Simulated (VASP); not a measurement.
A run of VASP 6.6.1 is set up as follows.

The input INCAR:

```
PREC     = Accurate       # precision mode
ENCUT    = 520            # plane-wave cutoff, eV
EDIFF    = 1E-7           # SCF threshold, eV
ISMEAR   = -1             # smearing method
SIGMA    = 0.02           # smearing width, eV
LREAL    = False          # projectors in reciprocal space
LASPH    = True           # aspherical terms in the spheres
NELM     = 60             # most SCF steps
ALGO     = Normal         # electronic algorithm
ISIF     = 2              # what is computed and relaxed
LWAVE    = False          # write WAVECAR
LCHARG   = True           # write CHGCAR
GGA      = PE             # functional
LELF     = True           # ELF
LVHAR    = True         
NBANDS   = 32             # bands
```

File KPOINTS:

```
Automatic mesh
0
Gamma
  8 8 8
```

File POSCAR:

```
YSe2
1.0
   -2.0425305596      2.6699648101      6.6755306718
    2.0425305596     -2.6699648101      6.6755306718
    2.0425305596      2.6699648101     -6.6755306718
Y Se
2 4
Direct
    0.8534986471      0.8534986471      0.0000000000
    0.1465013529      0.1465013529      0.0000000000
    0.7107834711      0.2107834711      0.5000000000
    0.2892165289      0.7892165289      0.5000000000
    0.7737879463      0.5000000000      0.2737879463
    0.2262120537      0.5000000000      0.7262120537
```

Potentials or basis: VASP PAW PBE potentials, release 64 (Y_sv, Se).

Command:

```console
$ cat potpaw_PBE.64/Y_sv/POTCAR potpaw_PBE.64/Se/POTCAR > POTCAR
$ mpirun -np 1 vasp_std > vasp.out
```

(1) Estimate the band gap on the k mesh.

(2) Predict the largest force.

(3) What does it give for the pressure?

## Answers

(1) zero (bands 23 and 24 overlap by 0.26 eV).

(2) 0.489 eV/Å.

(3) 4.3 GPa.

Caveat: the cell differs from its parent crystal (uniaxial y strain -6.0%); the stress differs along the axes, from 2 to 8 GPa.
